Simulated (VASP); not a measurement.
## AlN (zinc blende type): single point with PBE

The system is AlN (zinc blende type).

```
CELL_PARAMETERS angstrom
0.00000 2.20000 2.20000
2.20000 0.00000 2.20000
2.20000 2.20000 0.00000
ATOMIC_POSITIONS crystal
Al 0.00000 0.00000 0.00000
N 0.25000 0.25000 0.25000
```

```json
{
  "Program": "VASP 6.6.1",
  "Task": "single point",
  "Functional": "PBE",
  "Potentials or basis": "VASP PAW PBE potentials, release 64 (Al, N)",
  "Cutoff": "520 eV",
  "k mesh": "6 × 6 × 6",
  "Occupations": "fermi-dirac, width 0.02 eV",
  "Spin": "no spin polarisation",
  "Dipole correction": "no",
  "Further INCAR settings": "ALGO = Normal; EDIFF = 1e-07; NBANDS = 11"
}
```

| Item | Value |
| --- | --- |
| Pressure | 0.1 GPa |
| Band gap on the k mesh | 3.30 eV, indirect (least direct gap 4.00 eV) |

Levels at points of the mesh, in eV from the valence-band top:
| k point | band 1 | band 2 | band 3 | band 4 | band 5 | band 6 | band 7 | band 8 | band 9 |
| --- | --- | --- | --- | --- | --- | --- | --- | --- | --- |
| (0.00, 0.00, 0.00) | -14.86 | 0.00 | 0.00 | 0.00 | 4.00 | 12.34 | 12.34 | 12.34 | 17.51 |
| (0.50, 0.00, 0.00) | -12.87 | -5.76 | -0.48 | -0.48 | 7.18 | 9.71 | 11.01 | 11.01 | 17.70 |
| (0.50, 0.50, 0.00) | -12.26 | -4.84 | -1.75 | -1.75 | 3.30 | 8.48 | 13.66 | 15.46 | 15.46 |

Wall time 12 s on 1 thread of AMD EPYC 7571, with other jobs on the host, peak memory 0.1 GiB.

A k mesh can miss the band edges. PBE gaps usually lie below the measured ones, often by a third to a half.
